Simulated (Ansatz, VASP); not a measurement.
MgS in VASP and in Ansatz

```
CELL_PARAMETERS angstrom
4.10764 0.00000 0.00000
-2.05382 3.55732 0.00000
0.00000 0.00000 6.58098
ATOMIC_POSITIONS crystal
Mg 0.33333 0.66667 0.99713
Mg 0.66667 0.33333 0.49713
S 0.33333 0.66667 0.37787
S 0.66667 0.33333 0.87787
```

Alike in both runs: task single point; functional r2SCAN; k mesh 6 × 6 × 4; no spin polarisation.

|  | VASP | Ansatz |
| --- | --- | --- |
| version | VASP 6.6.1 | Ansatz 0.2.0 |
| potentials or method | VASP PAW PBE potentials, release 64 (Mg, S) | plane waves, PAW |
| plane-wave cutoff (eV) | 520 | 500 |
| occupations | gaussian, width 0.01 eV | fixed |
| valence electrons in the cell | 16 | 32 |

Ansatz gave:

| Property | Result |
| --- | --- |
| gap on the k mesh at the Fermi level (eV) | 3.85 |
| pressure (GPa) | -3.1 |
| traceless stress, the component that is largest in VASP (GPa) | 0.07 |
| rms of the force components (eV/Å) | 0.006 |

Q: What did VASP give for the same quantities?

A: gap on the k mesh at the Fermi level (eV): 3.83; pressure (GPa): -3.4; traceless stress, the component that is largest in VASP (GPa): 0.09; rms of the force components (eV/Å): 0.006.

VASP's potentials were made for PBE, not for r2SCAN. Atom by atom the forces differ by 0.000 eV/Å (rms over components). VASP's potentials hold 16 valence electrons a cell and Ansatz's 32, so a difference there can come from the potentials and not from the codes.
